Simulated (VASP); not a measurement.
# PrW2I2 (Pmmm) in VASP: single point with PBE

Aim: the single point of PrW2I2 with PBE.

Program: VASP 6.6.1. These are calculated values, not measurements. Logs are shortened: lines on timing, memory, paths and dates and some standing lists are left out, and cuts for length are marked.

**1. The cell of the first run**

Symmetry: Pmmm, No. 47, orthorhombic system. Conventional cell: a = 3.398 Å, b = 5.096 Å, c = 9.920 Å, α = 90.00°, β = 90.00°, γ = 90.00°. Within 4.1 Å of Pr (site symmetry mmm) lie 2 I at 3.09 Å and 2 Pr at 3.40 Å. W (site symmetry mm2) has 1 W at 2.26 Å and 2 I at 2.65 Å within 3.0 Å. I (site symmetry mm2) has 2 W at 2.65 Å and 1 Pr at 3.09 Å and 2 I at 3.40 Å within 3.5 Å.

The cell was built from a structure type or drawn by symmetry, and may not be a known phase.

**2. Single point, PBE**

The input, INCAR:

```
ALGO = Normal
EDIFF = 1E-6
ENCUT = 500
GGA = PE
GGA_COMPAT = False
ISIF = 2
ISMEAR = 0
LASPH = True
LCHARG = False
LMAXMIX = 6
LREAL = False
LWAVE = False
NBANDS = 34
NELM = 200
PREC = Accurate
SIGMA = 0.2
```

The input, KPOINTS:

```
k-points
0
Gamma
  3 3 2
```

The input, POSCAR:

```
PrW2I2
1.0
    3.3984784475      0.0000000000      0.0000000000
    0.0000000000      5.0959518616      0.0000000000
    0.0000000000      0.0000000000      9.9196176285
Pr W I
1 2 2
Direct
    0.0000000000      0.0000000000      0.0000000000
    0.0000000000      0.5000000000      0.3862723609
    0.0000000000      0.5000000000      0.6137276391
    0.0000000000      0.0000000000      0.3113659786
    0.0000000000      0.0000000000      0.6886340214
```

Potentials or basis: VASP PAW PBE potentials, release 64 (Pr_3, W_sv, I), 4f in core.

Run with:

```console
$ cat potpaw_PBE.64/Pr_3/POTCAR potpaw_PBE.64/W_sv/POTCAR potpaw_PBE.64/I/POTCAR > POTCAR
$ mpirun -np 1 vasp_std > vasp.out
```

OUTCAR:

```text
EDIFF = 1E-6
   ENCUT = 500
   GGA = PE
   ISIF = 2
   ISMEAR = 0
   LASPH = True
   LREAL = False
   NELM = 200
   PREC = Accurate

 ion  position               nearest neighbor table
   1  0.000  0.000  0.000-   4 3.09   5 3.09
   2  0.000  0.500  0.386-   3 2.26   4 2.65   4 2.65
   3  0.000  0.500  0.614-   2 2.26   5 2.65   5 2.65
   4  0.000  0.000  0.311-   2 2.65   2 2.65   1 3.09
   5  0.000  0.000  0.689-   3 2.65   3 2.65   1 3.09

  LATTYP: Found a simple orthorhombic cell.
 ALAT       =     3.3984784475
 B/A-ratio  =     1.4994804117
 C/A-ratio  =     2.9188408230

  Lattice vectors:

 A1 = (   3.3984784475,   0.0000000000,   0.0000000000)
 A2 = (   0.0000000000,   5.0959518616,   0.0000000000)
 A3 = (   0.0000000000,   0.0000000000,   9.9196176285)

Analysis of symmetry for initial positions (statically):
=====================================================================
 Subroutine PRICEL returns:
 Original cell was already a primitive cell.

 Routine SETGRP: Setting up the symmetry group for a
 simple orthorhombic supercell.

 Subroutine GETGRP returns: Found  8 space group operations
 (whereof  8 operations were pure point group operations)
 out of a pool of  8 trial point group operations.

The static configuration has the point symmetry D_2h.

Analysis of symmetry for dynamics (positions and initial velocities):
=====================================================================
 Subroutine PRICEL returns:
 Original cell was already a primitive cell.

 Routine SETGRP: Setting up the symmetry group for a
 simple orthorhombic supercell.

 Subroutine GETGRP returns: Found  8 space group operations
 (whereof  8 operations were pure point group operations)
 out of a pool of  8 trial point group operations.

The dynamic configuration has the point symmetry D_2h.

 Subroutine INISYM returns: Found  8 space group operations
 (whereof  8 operations are pure point group operations),
 and found     1 'primitive' translations

----------------------------------------------------------------------------------------

                                     Primitive cell

  volume of cell :     171.7927

[... 73 lines left out ...]
   LSORBIT =      F    spin-orbit coupling
   LASPH  =      T    aspherical Exc in radial PAW
   ENCUT  =  500.0 eV  36.75 Ry    6.06 a.u.   6.20  9.29 18.09*2*pi/ulx,y,z
   NELM   =    200;   NELMIN=  2; NELMDL= -5     # of ELM steps
   EDIFF  = 0.1E-05   stopping-criterion for ELM
   LREAL  =      F    real-space projection
   EDIFFG = 0.1E-04   stopping-criterion for IOM
   NSW    =      0    number of steps for IOM
   IBRION =     -1    ionic relax: 0-MD 1-quasi-New 2-CG
   NFREE  =      0    steps in history (QN), initial steepest desc. (CG)
   ISIF   =      2    stress and relaxation
   ISYM   =      2    0-nonsym 1-usesym 2-fastsym
   POTIM  = 0.5000    time-step for ionic-motion
   TEBEG  =    0.0;   TEEND  =   0.0 temperature during run
   PSTRESS=    0.0 pullay stress
   NELECT =      53.0000    total number of electrons
   NUPDOWN=      -1.0000    fix difference up-down
   EMIN   =  10.00;   EMAX   =-10.00  energy-range for DOS
   EFERMI =   0.00;   METHOD = LEGACY
   ISMEAR =     0;   SIGMA  =   0.20  broadening in eV -4-tet -1-fermi 0-gaus
   EFERMI_NEDOS =   21; number of points for ismear=-14 and -15
   IALGO  =     38    algorithm
   IMIX   =      4    mixing-type and parameters
     AMIX     =   0.40;   BMIX     =  1.00
     AMIX_MAG =   1.60;   BMIX_MAG =  1.00
  volume/ion in A,a.u.               =      34.36       231.86
  Fermi-wavevector in a.u.,A,eV,Ry     =   1.106195  2.090406 16.649019  1.223668
  Thomas-Fermi vector in A             =   2.242693
   LORBIT       =      0    0 simple, 1 ext, 2 COOP (PROOUT), +10 PAW based schemes
   GGA     = PE    functional components
   LHFCALC =     F    Hartree Fock is set to
   AEXX    =    0.0000 exact exchange contribution
   IVDW    =     0    specifies the selected vdW correction
   LEPSILON=     F    determine dielectric tensor
   LRPA    =     F    only Hartree local field effects (RPA)
 non-spin polarized calculation
 Gauss-broadening in eV      SIGMA  =   0.20
  energy-cutoff  :      500.00
  volume of cell :      171.79
 maximum number of plane-waves:      4379
 NGX is ok and might be reduce to    28
   NGX = 13   NGY = 19   NGZ = 37

 number of electron      52.9999996 magnetization

 Free energy of the ion-electron system (eV)
  ---------------------------------------------------
  ext. energy  EPLUGINS =         0.00000000
  ---------------------------------------------------
  free energy    TOTEN  =       -27.18816425 eV

  energy without entropy =      -27.04539415  energy(sigma->0) =      -27.11677920

 E-fermi :   4.9171     XC(G=0):  -9.1473

 val. band max:        4.8960478070   @ k =   0.3333   0.0000   0.0000
 cond. band min:       4.9556646553   @ k =   0.0000   0.3333   0.0000
 fundamental gap:      0.0596168483
 Fermi energy:         4.9171367147

 k-point     1 :       0.0000    0.0000    0.0000
  band No.  band energies     occupation
      1     -69.0137      2.00000
      2     -68.7574      2.00000
      3     -34.1121      2.00000
      4     -33.5498      2.00000
      5     -33.2767      2.00000
      6     -33.0638      2.00000
[... 285 lines left out ...]
     33       7.2788      0.00000
     34       7.6572      0.00000

------------------------ aborting loop because EDIFF is reached ----------------------------------------

  FORCE on cell =-STRESS in cart. coord.  units (eV):
  Direction    XX          YY          ZZ          XY          YZ          ZX
  --------------------------------------------------------------------------------------
  -------------------------------------------------------------------------------------
  Total        0.0814145      0.0328750      1.4796629     -0.0000000      0.0000000      0.0000000
  in kB        0.7592902      0.3065995     13.7996664     -0.0000000      0.0000000      0.0000000
  external PRESSURE =       4.9551854 kB  Pullay stress =       0.0000000 kB

 VOLUME and BASIS-vectors are now :
 -----------------------------------------------------------------------------
  energy-cutoff  :      500.00
  volume of cell :      171.79
      direct lattice vectors                 reciprocal lattice vectors
     3.398478448  0.000000000  0.000000000     0.294249328  0.000000000  0.000000000
     0.000000000  5.095951862  0.000000000     0.000000000  0.196234193  0.000000000
     0.000000000  0.000000000  9.919617628     0.000000000  0.000000000  0.100810337

 POSITION                                       TOTAL-FORCE (eV/Angst)
 -----------------------------------------------------------------------------------
      0.00000      0.00000      0.00000        -0.000000      0.000000      0.000000
      0.00000      2.54798      3.83167        -0.000000      0.000000     -0.283512
      0.00000      2.54798      6.08794         0.000000      0.000000      0.283512
      0.00000      0.00000      3.08863        -0.000000     -0.000000     -0.017161
      0.00000      0.00000      6.83099        -0.000000      0.000000      0.017161
 -----------------------------------------------------------------------------------
    total drift:                                0.000000      0.000000      0.000000

  FREE ENERGIE OF THE ION-ELECTRON SYSTEM (eV)
  ---------------------------------------------------
  free  energy   TOTEN  =       -27.1881642456 eV

  energy  without entropy=      -27.0453941476  energy(sigma->0) =      -27.11677920
```

stdout:

```text
POSCAR found type information on POSCAR PrW I
 POSCAR found :  3 types and       5 ions
 scaLAPACK will be used
 LDA part: xc-table for (Slater+PW92), standard interpolation
 POSCAR, INCAR and KPOINTS ok, starting setup
 FFT: planning ... GRIDC
 FFT: planning ... GRID_SOFT
 FFT: planning ... GRID
 WAVECAR not read
 entering main loop
```

It took 27 s on 1 thread of AMD EPYC 9R45 (Zen 5), shared host; peak memory 0.26 GiB.

Results:

- Free energy: -27.1882 eV
- Pressure: 0.5 GPa
- Largest force: 0.284 eV/Å
- Band gap on the k mesh: zero (an odd number of electrons rules out a gap without spin polarisation)

Forces in eV/Å, atoms in the order of the input:
```
Pr   0.000  0.000  0.000
W    0.000  0.000 -0.284
W    0.000  0.000  0.284
I    0.000  0.000 -0.017
I    0.000  0.000  0.017
```

Caveat: the k points lie up to 0.62 Å⁻¹ apart, too coarse for converged energies and pressures of a metal; spin-orbit coupling is left out, which moves the levels of the heavy elements; the 4f electrons are frozen in the core, so they carry no moment and show no levels; an odd number of electrons without spin polarisation forces a metal; a magnetic or distorted state may lie lower; the run has no spin polarisation, though such a crystal can be magnetic.
